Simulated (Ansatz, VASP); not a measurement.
# Two plane-wave programs on Ru

```
Ru
1.0
     2.73306    0.00000    0.00000
     1.36653    2.36690    0.00000
     0.00000    0.00000   38.81000
Ru
11
Direct
  0.00000 0.00000 0.22612
  0.33333 0.33333 0.27912
  0.00000 0.00000 0.33431
  0.33333 0.33333 0.38969
  0.00000 0.00000 0.44491
  0.33333 0.33333 0.50000
  0.00000 0.00000 0.55509
  0.33333 0.33333 0.61031
  0.00000 0.00000 0.66569
  0.33333 0.33333 0.72088
  0.00000 0.00000 0.77388
```

Alike in both runs: functional PBE; k mesh 16 × 16 × 1; occupations gaussian, width 0.1 eV; no spin polarisation.

Ansatz relaxed the structure, and its values are those at the end. VASP's run is a single point on that final structure, the one shown.

```csv
,VASP,Ansatz
version,VASP 6.6.1,Ansatz 0.2.0
potentials or method,"VASP PAW PBE potentials, release 64 (Ru_pv)","scalar-relativistic, plane waves, PAW"
plane-wave cutoff (eV),520,420
valence electrons in the cell,154,176
```

```csv
,VASP,Ansatz,Ansatz less VASP
gap on the k mesh at the Fermi level (eV),none,none,-
rms of the force components (eV/Å),0.003,0.000,-0.0031
```

A gap of «none» marks a metal or a gap that the smearing closes. With one functional, cell and mesh, what is left measures potentials, basis and numerics. VASP's potentials hold 154 valence electrons a cell and Ansatz's 176, so a difference there can come from the potentials and not from the codes.
